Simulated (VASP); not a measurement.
# SnTe (Fm-3m) in VASP: notebook

The runs below take SnTe through single point, with PBE.

Everything below comes from runs of VASP 6.6.1. Logs are shortened: lines on timing, memory, paths and dates and some standing lists are left out, and cuts for length are marked.

**1. The cell of the first run**

Symmetry: Fm-3m, No. 225, cubic system. The conventional cell has a = 6.129 Å, b = 6.129 Å, c = 6.129 Å, α = 90.00°, β = 90.00°, γ = 90.00°. Sn (site symmetry m-3m) has 6 Te at 3.06 Å within 4.0 Å. Te (site symmetry m-3m) has 6 Sn at 3.06 Å within 4.0 Å.

**2. Single point, PBE**

Contents of INCAR:

```
ALGO = Normal
EDIFF = 1E-6
ENCUT = 520
GGA = PE
ISIF = 2
ISMEAR = 0
LASPH = T
LCHARG = F
LREAL = F
LWAVE = F
NBANDS = 17
NELM = 60
PREC = Accurate
SIGMA = 0.01
```

Contents of KPOINTS:

```
k-points
0
Gamma
  5 5 5
```

Contents of POSCAR:

```
SnTe
1.0
    0.0000000000      3.0644815031      3.0644815031
    3.0644815031      0.0000000000      3.0644815031
    3.0644815031      3.0644815031      0.0000000000
Sn Te
1 1
Direct
    0.0000000000      0.0000000000      0.0000000000
    0.5000000000      0.5000000000      0.5000000000
```

Potentials or basis: VASP PAW PBE potentials, release 64 (Sn_d, Te).

The run is started by

```sh
> cat potpaw_PBE.64/Sn_d/POTCAR potpaw_PBE.64/Te/POTCAR > POTCAR
> mpirun -np 1 vasp_std > vasp.out
```

OUTCAR:

```text
EDIFF = 1E-6
   ENCUT = 520
   GGA = PE
   ISIF = 2
   ISMEAR = 0
   LASPH = T
   LREAL = F
   NELM = 60
   PREC = Accurate

 ion  position               nearest neighbor table
   1  0.000  0.000  0.000-   2 3.06   2 3.06   2 3.06   2 3.06   2 3.06   2 3.06
   2  0.500  0.500  0.500-   1 3.06   1 3.06   1 3.06   1 3.06   1 3.06   1 3.06

  LATTYP: Found a face centered cubic cell.
 ALAT       =     6.1289630062

  Lattice vectors:

 A1 = (   0.0000000000,   3.0644815031,   3.0644815031)
 A2 = (   3.0644815031,   0.0000000000,   3.0644815031)
 A3 = (   3.0644815031,   3.0644815031,   0.0000000000)

Analysis of symmetry for initial positions (statically):
=====================================================================
 Subroutine PRICEL returns:
 Original cell was already a primitive cell.

 Routine SETGRP: Setting up the symmetry group for a
 face centered cubic supercell.

 Subroutine GETGRP returns: Found 48 space group operations
 (whereof 48 operations were pure point group operations)
 out of a pool of 48 trial point group operations.

The static configuration has the point symmetry O_h .

Analysis of symmetry for dynamics (positions and initial velocities):
=====================================================================
 Subroutine PRICEL returns:
 Original cell was already a primitive cell.

 Routine SETGRP: Setting up the symmetry group for a
 face centered cubic supercell.

 Subroutine GETGRP returns: Found 48 space group operations
 (whereof 48 operations were pure point group operations)
 out of a pool of 48 trial point group operations.

The dynamic configuration has the point symmetry O_h .

 Subroutine INISYM returns: Found 48 space group operations
 (whereof 48 operations are pure point group operations),
 and found     1 'primitive' translations

----------------------------------------------------------------------------------------

                                     Primitive cell

  volume of cell :      57.5574

  direct lattice vectors                    reciprocal lattice vectors
     0.000000000  3.064481503  3.064481503    -0.163159738  0.163159738  0.163159738
     3.064481503  0.000000000  3.064481503     0.163159738 -0.163159738  0.163159738
     3.064481503  3.064481503  0.000000000     0.163159738  0.163159738 -0.163159738
[... 64 lines left out ...]
   LNONCOLLINEAR =      F non collinear calculations
   LSORBIT =      F    spin-orbit coupling
   LASPH  =      T    aspherical Exc in radial PAW
   ENCUT  =  520.0 eV  38.22 Ry    6.18 a.u.   8.06  8.06  8.06*2*pi/ulx,y,z
   NELM   =     60;   NELMIN=  2; NELMDL= -5     # of ELM steps
   EDIFF  = 0.1E-05   stopping-criterion for ELM
   LREAL  =      F    real-space projection
   EDIFFG = 0.1E-04   stopping-criterion for IOM
   NSW    =      0    number of steps for IOM
   IBRION =     -1    ionic relax: 0-MD 1-quasi-New 2-CG
   NFREE  =      0    steps in history (QN), initial steepest desc. (CG)
   ISIF   =      2    stress and relaxation
   ISYM   =      2    0-nonsym 1-usesym 2-fastsym
   POTIM  = 0.5000    time-step for ionic-motion
   TEBEG  =    0.0;   TEEND  =   0.0 temperature during run
   PSTRESS=    0.0 pullay stress
   NELECT =      20.0000    total number of electrons
   NUPDOWN=      -1.0000    fix difference up-down
   EMIN   =  10.00;   EMAX   =-10.00  energy-range for DOS
   EFERMI =   0.00;   METHOD = LEGACY
   ISMEAR =     0;   SIGMA  =   0.01  broadening in eV -4-tet -1-fermi 0-gaus
   EFERMI_NEDOS =   21; number of points for ismear=-14 and -15
   IALGO  =     38    algorithm
   IMIX   =      4    mixing-type and parameters
     AMIX     =   0.40;   BMIX     =  1.00
     AMIX_MAG =   1.60;   BMIX_MAG =  1.00
  volume/ion in A,a.u.               =      28.78       194.21
  Fermi-wavevector in a.u.,A,eV,Ry     =   1.150936  2.174954 18.023006  1.324654
  Thomas-Fermi vector in A             =   2.287597
   LORBIT       =      0    0 simple, 1 ext, 2 COOP (PROOUT), +10 PAW based schemes
   GGA     = PE    functional components
   LHFCALC =     F    Hartree Fock is set to
   AEXX    =    0.0000 exact exchange contribution
   IVDW    =     0    specifies the selected vdW correction
   LEPSILON=     F    determine dielectric tensor
   LRPA    =     F    only Hartree local field effects (RPA)
 non-spin polarized calculation
 Gauss-broadening in eV      SIGMA  =   0.01
  energy-cutoff  :      520.00
  volume of cell :       57.56
 maximum number of plane-waves:      1562
   NGX = 17   NGY = 17   NGZ = 17

 number of electron      19.9999990 magnetization

 Free energy of the ion-electron system (eV)
  ---------------------------------------------------
  ext. energy  EPLUGINS =         0.00000000
  ---------------------------------------------------
  free energy    TOTEN  =        -7.40681829 eV

  energy without entropy =       -7.40681829  energy(sigma->0) =       -7.40681829

 E-fermi :   7.8136     XC(G=0):  -9.8840

 val. band max:        7.7696058153   @ k =  -0.2000   0.2000   0.0000
 cond. band min:       8.5093953618   @ k =   0.4000   0.0000   0.0000
 fundamental gap:      0.7397895465
 Fermi energy:         7.8135671890

 k-point     1 :       0.0000    0.0000    0.0000
  band No.  band energies     occupation
      1     -13.9311      2.00000
      2     -13.9311      2.00000
      3     -13.9188      2.00000
      4     -13.9188      2.00000
      5     -13.9188      2.00000
      6      -5.4234      2.00000
[... 177 lines left out ...]
      4     -13.9108      2.00000
      5     -13.9049      2.00000
      6      -3.5999      2.00000
[... 9 lines left out ...]
     16      17.7620      0.00000
     17      17.9807      0.00000

------------------------ aborting loop because EDIFF is reached ----------------------------------------

  FORCE on cell =-STRESS in cart. coord.  units (eV):
  Direction    XX          YY          ZZ          XY          YZ          ZX
  --------------------------------------------------------------------------------------
  -------------------------------------------------------------------------------------
  Total        2.5228995      2.5228995      2.5228995      0.0000000      0.0000000      0.0000000
  in kB       70.2278740     70.2278740     70.2278740      0.0000000      0.0000000      0.0000000
  external PRESSURE =      70.2278740 kB  Pullay stress =       0.0000000 kB

 VOLUME and BASIS-vectors are now :
 -----------------------------------------------------------------------------
  energy-cutoff  :      520.00
  volume of cell :       57.56
      direct lattice vectors                 reciprocal lattice vectors
     0.000000000  3.064481503  3.064481503    -0.163159738  0.163159738  0.163159738
     3.064481503  0.000000000  3.064481503     0.163159738 -0.163159738  0.163159738
     3.064481503  3.064481503  0.000000000     0.163159738  0.163159738 -0.163159738

 POSITION                                       TOTAL-FORCE (eV/Angst)
 -----------------------------------------------------------------------------------
      0.00000      0.00000      0.00000         0.000000      0.000000     -0.000000
      3.06448      3.06448      3.06448        -0.000000     -0.000000      0.000000
 -----------------------------------------------------------------------------------
    total drift:                                0.000000     -0.000000     -0.000000

  FREE ENERGIE OF THE ION-ELECTRON SYSTEM (eV)
  ---------------------------------------------------
  free  energy   TOTEN  =        -7.4068182913 eV

  energy  without entropy=       -7.4068182913  energy(sigma->0) =       -7.40681829
```

stdout:

```text
POSCAR found type information on POSCAR SnTe
 POSCAR found :  2 types and       2 ions
 scaLAPACK will be used
 LDA part: xc-table for (Slater+PW92), standard interpolation
 POSCAR, INCAR and KPOINTS ok, starting setup
 FFT: planning ... GRIDC
 FFT: planning ... GRID_SOFT
 FFT: planning ... GRID
 WAVECAR not read
 entering main loop
```

Run time: 7.2 s. Hardware: 1 thread of AMD EPYC 9R45 (Zen 5), shared host; peak memory 0.14 GiB.

Results:

```
Free energy : -7.4068 eV
Pressure    : 7.0 GPa
```

Caveat: this odd mesh misses L, where the gap lies, so gap, dielectric constants and Born charges aren't listed; spin-orbit coupling is left out, which moves the levels of the heavy elements.

**3. Single point, PBE**

This run uses another cell than the first one, of 30.03 Å³/atom, 1.043 times its volume.

Contents of INCAR:

```
PREC = Accurate ; ENCUT = 520
EDIFF = 1E-6 ; ISMEAR = 0
SIGMA = 0.01 ; LREAL = F
LASPH = T ; NELM = 60
ALGO = Normal ; ISIF = 2
LWAVE = F ; LCHARG = T
GGA = PE ; LELF = T
LVHAR = T ; NBANDS = 17
```

Contents of KPOINTS:

```
regular mesh
0
Gamma
  5 5 5
```

Contents of POSCAR:

```
SnTe
1.0
    0.0000000000      3.1082657258      3.1082657258
    3.1082657258      0.0000000000      3.1082657258
    3.1082657258      3.1082657258      0.0000000000
Sn Te
1 1
Direct
    0.0000000000      0.0000000000      0.0000000000
    0.5000000000      0.5000000000      0.5000000000
```

Potentials or basis: VASP PAW PBE potentials, release 64 (Sn_d, Te).

The run is started by

```sh
> cat potpaw_PBE.64/Sn_d/POTCAR potpaw_PBE.64/Te/POTCAR > POTCAR
> mpirun -np 1 vasp_std > vasp.out
```

OUTCAR:

```text
PREC = Accurate
   ENCUT = 520
   EDIFF = 1E-6
   ISMEAR = 0
   LREAL = F
   LASPH = T
   NELM = 60
   ISIF = 2
   GGA = PE

 ion  position               nearest neighbor table
   1  0.000  0.000  0.000-   2 3.11   2 3.11   2 3.11   2 3.11   2 3.11   2 3.11
   2  0.500  0.500  0.500-   1 3.11   1 3.11   1 3.11   1 3.11   1 3.11   1 3.11

  LATTYP: Found a face centered cubic cell.
 ALAT       =     6.2165314516

  Lattice vectors:
[... 369 lines left out ...]
     16      17.1418      0.00000
     17      17.2744      0.00000

------------------------ aborting loop because EDIFF is reached ----------------------------------------

  FORCE on cell =-STRESS in cart. coord.  units (eV):
  Direction    XX          YY          ZZ          XY          YZ          ZX
  --------------------------------------------------------------------------------------
  -------------------------------------------------------------------------------------
  Total        1.6420680      1.6420680      1.6420680      0.0000000      0.0000000      0.0000000
  in kB       43.8043569     43.8043569     43.8043569      0.0000000      0.0000000      0.0000000
  external PRESSURE =      43.8043569 kB  Pullay stress =       0.0000000 kB

 VOLUME and BASIS-vectors are now :
 -----------------------------------------------------------------------------
  energy-cutoff  :      520.00
  volume of cell :       60.06
      direct lattice vectors                 reciprocal lattice vectors
     0.000000000  3.108265726  3.108265726    -0.160861408  0.160861408  0.160861408
     3.108265726  0.000000000  3.108265726     0.160861408 -0.160861408  0.160861408
     3.108265726  3.108265726  0.000000000     0.160861408  0.160861408 -0.160861408

 POSITION                                       TOTAL-FORCE (eV/Angst)
 -----------------------------------------------------------------------------------
      0.00000      0.00000      0.00000        -0.000000     -0.000000      0.000000
      3.10827      3.10827      3.10827         0.000000      0.000000     -0.000000
 -----------------------------------------------------------------------------------
    total drift:                               -0.000000      0.000000      0.000000

  FREE ENERGIE OF THE ION-ELECTRON SYSTEM (eV)
  ---------------------------------------------------
  free  energy   TOTEN  =        -7.4960549969 eV

  energy  without entropy=       -7.4960549969  energy(sigma->0) =       -7.49605500
```

OSZICAR:

```text
N       E                     dE             d eps       ncg     rms          rms(c)
DAV:   1     0.124163805215E+03    0.12416E+03   -0.95225E+03   340   0.138E+03
DAV:   2     0.364175402064E+01   -0.12052E+03   -0.11706E+03   381   0.322E+02
DAV:   3    -0.721242026806E+01   -0.10854E+02   -0.10792E+02   411   0.885E+01
DAV:   4    -0.752270592803E+01   -0.31029E+00   -0.31011E+00   396   0.148E+01
DAV:   5    -0.753627007094E+01   -0.13564E-01   -0.13564E-01   502   0.302E+00    0.565E+00
DAV:   6    -0.749520350077E+01    0.41067E-01   -0.92146E-02   456   0.215E+00    0.354E+00
DAV:   7    -0.749640066021E+01   -0.11972E-02   -0.45340E-02   416   0.111E+00    0.648E-01
DAV:   8    -0.749593382892E+01    0.46683E-03   -0.71234E-03   443   0.670E-01    0.183E-01
DAV:   9    -0.749606411321E+01   -0.13028E-03   -0.47009E-04   446   0.212E-01    0.576E-02
DAV:  10    -0.749605401760E+01    0.10096E-04   -0.59895E-05   444   0.752E-02    0.255E-02
DAV:  11    -0.749605494766E+01   -0.93006E-06   -0.16887E-05   422   0.384E-02    0.913E-03
DAV:  12    -0.749605499691E+01   -0.49246E-07   -0.10055E-06   233   0.121E-02
   1 F= -.74960550E+01 E0= -.74960550E+01  d E =-.194138E-12
```

stdout:

```text
POSCAR found type information on POSCAR SnTe
 POSCAR found :  2 types and       2 ions
 scaLAPACK will be used
 LDA part: xc-table for (Slater+PW92), standard interpolation
 POSCAR, INCAR and KPOINTS ok, starting setup
 FFT: planning ... GRIDC
 FFT: planning ... GRID_SOFT
 FFT: planning ... GRID
 WAVECAR not read
 entering main loop
```

It took 12 s on 1 thread of AMD EPYC 9R45 (Zen 5), shared host; peak memory 0.17 GiB.

Results:

| Item | Value |
| --- | --- |
| Free energy | -7.4961 eV |
| Pressure | 4.4 GPa |

Caveat: this odd mesh misses L, where the gap lies, so gap, dielectric constants and Born charges aren't listed; spin-orbit coupling is left out, which moves the levels of the heavy elements.
